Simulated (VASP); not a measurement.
Here is a VASP 6.6.1 calculation.

The input INCAR:

```
ALGO = Normal ; EDIFF = 1E-6
ENCUT = 500 ; GGA = CA
GGA_COMPAT = False ; ISIF = 2
ISMEAR = 0 ; LASPH = True
LCHARG = False ; LREAL = False
LWAVE = False ; NBANDS = 11
NELM = 120 ; PREC = Accurate
SIGMA = 0.05
```

File KPOINTS:

```
k-points
0
Gamma
  9 9 9
```

Contents of POSCAR:

```
Pd
1.0
    0.0000000000      1.9183406389      1.9183406389
    1.9183406389      0.0000000000      1.9183406389
    1.9183406389      1.9183406389      0.0000000000
Pd
1
Direct
    0.0000000000      0.0000000000      0.0000000000
```

Potentials or basis: VASP PAW LDA potentials, release 64 (Pd).

Run with:

```console
$ cat potpaw_LDA.64/Pd/POTCAR > POTCAR
$ mpirun -np 1 vasp_std > vasp.out
```

Problem. What does it give for the pressure?

Solution. 0.3 GPa.

Problem. What does it give for the band gap on the k mesh?

Solution. Zero (bands 5 and 6 overlap by 1.59 eV).
